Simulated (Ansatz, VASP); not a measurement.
**InSb3: VASP beside Ansatz**

Contents of INCAR:

```
PREC = Accurate ; ENCUT = 520
EDIFF = 1E-6 ; ISMEAR = 0
SIGMA = 0.1 ; LREAL = F
LASPH = T ; NELM = 80
ALGO = Normal ; ISIF = 2
LWAVE = F ; LCHARG = T
GGA = PE ; LELF = T
LVHAR = T ; NBANDS = 22
```

KPOINTS

```
Automatic mesh
0
Gamma
  10 10 10
```

POSCAR

```
InSb3
1.0
    0.0000000000      3.8208133206      3.8208133206
    3.8208133206      0.0000000000      3.8208133206
    3.8208133206      3.8208133206      0.0000000000
In Sb
1 3
Direct
    0.0000000000      0.0000000000      0.0000000000
    0.2500000000      0.2500000000      0.2500000000
    0.7500000000      0.7500000000      0.7500000000
    0.5000000000      0.5000000000      0.5000000000
```

Input for Ansatz:

```yaml
crystal:
  lattice:
    - [0.0, 3.8208133206, 3.8208133206]
    - [3.8208133206, 0.0, 3.8208133206]
    - [3.8208133206, 3.8208133206, 0.0]
  atoms:
    - { symbol: In, position: [0.0, 0.0, 0.0] }
    - { symbol: Sb, position: [0.25, 0.25, 0.25] }
    - { symbol: Sb, position: [0.75, 0.75, 0.75] }
    - { symbol: Sb, position: [0.5, 0.5, 0.5] }
basis:
  ecutwfc: 420
kpoints:
  mp_grid: { grid: [10, 10, 10] }
hamiltonian:
  xc: pbe
scf:
  occupations: { method: gaussian, width: 0.1 }
output:
  forces: true
  stress: true
  eigenvalues: true
  populations: true
```

Alike in both runs: task single point; functional PBE; k mesh 10 × 10 × 10; occupations gaussian, width 0.1 eV; no spin polarisation.

|  | VASP | Ansatz |
| --- | --- | --- |
| version | VASP 6.6.1 | Ansatz 0.2.0 |
| potentials or method | VASP PAW PBE potentials, release 64 (In_d, Sb), cutoff 520 eV | scalar-relativistic, plane waves, PAW |
| valence electrons in the cell | 28 | 58 |

|  | VASP | Ansatz | Ansatz less VASP |
| --- | --- | --- | --- |
| gap on the k mesh at the Fermi level (eV) | none | none | - |
| pressure (GPa) | -1.2 | -1.2 | +0.09 |

A gap of «none» marks a metal or a gap that the smearing closes. VASP's potentials hold 28 valence electrons a cell and Ansatz's 58, so a difference there can come from the potentials and not from the codes.

Spin-orbit coupling is off throughout.
